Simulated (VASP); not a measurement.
A run of VASP 6.6.1 is set up as follows.

INCAR

```
SYSTEM = In
  PREC = Accurate
  ENCUT = 520
  EDIFF = 1E-6
  ISMEAR = -1
  SIGMA = 0.05
  LREAL = .FALSE.
  LASPH = .TRUE.
  NELM = 80
  ALGO = Fast
  ISIF = 2
  LWAVE = .FALSE.
  LCHARG = .FALSE.
  NBANDS = 26
```

KPOINTS

```
regular mesh
0
G
  9 9 9
  0 0 0
```

The input POSCAR:

```
In
1.0
    1.6696368166      0.9639652655      8.2074632500
   -1.6696368166      0.9639652655      8.2074632500
    0.0000000000     -1.9279305310      8.2074632500
In
3
Direct
    0.2219877600      0.2219877600      0.2219877600
    0.7780122400      0.7780122400      0.7780122400
    0.0000000000      0.0000000000      0.0000000000
```

Potentials or basis: VASP PAW LDA potentials, release 64 (In_d).

Launch:

```bash
$ cat potpaw_LDA.64/In_d/POTCAR > POTCAR
$ mpirun -np 1 vasp_std > vasp.out
```

Task: What does it give for the pressure?

Result: -2.7 GPa.

Task: Estimate the largest force.

Result: 0.031 eV/Å.

Task: What does it give for the band gap on the k mesh?

Result: Zero (an odd number of electrons rules out a gap without spin polarisation).

Forces on the atoms (eV/Å):
```
In   0.000  0.000 -0.031
In   0.000  0.000  0.031
In   0.000  0.000  0.000
```

Caveat: spin-orbit coupling is left out, which moves the levels of the heavy elements.
